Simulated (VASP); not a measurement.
Crystal: VRu.

```
CELL_PARAMETERS angstrom
2.99000 0.00000 0.00000
0.00000 2.99000 0.00000
0.00000 0.00000 2.99000
ATOMIC_POSITIONS crystal
V 0.50000 0.50000 0.50000
Ru 0.00000 0.00000 0.00000
```

Base run:

```yaml
Program: VASP 6.6.1
Functional: LDA
Potentials_or_basis: VASP PAW LDA potentials, release 64 (V_sv, Ru_pv)
Cutoff: 520 eV
k_mesh: 10 × 10 × 10
Occupations: fermi-dirac, width 0.05 eV
Spin: collinear spin, ferromagnetic start
Starting_moments: "[1.23, 0.15] μB"
Fixed_moment: 1.5 μB
```

Its results: pressure -6.2 GPa; site moments V +1.15; Ru +0.17 μB.

Question: The run is repeated on the same cell with these changes: fixed moment from 1.5 μB to 1.2 μB; moments at the start from [1.23, 0.15] to [1.05, 0.07]. What comes out?

Answer: Pressure -7.7 GPa; site moments V +0.98; Ru +0.08 μB.

Caveats: the total moment is fixed, so each spin has its own Fermi level.
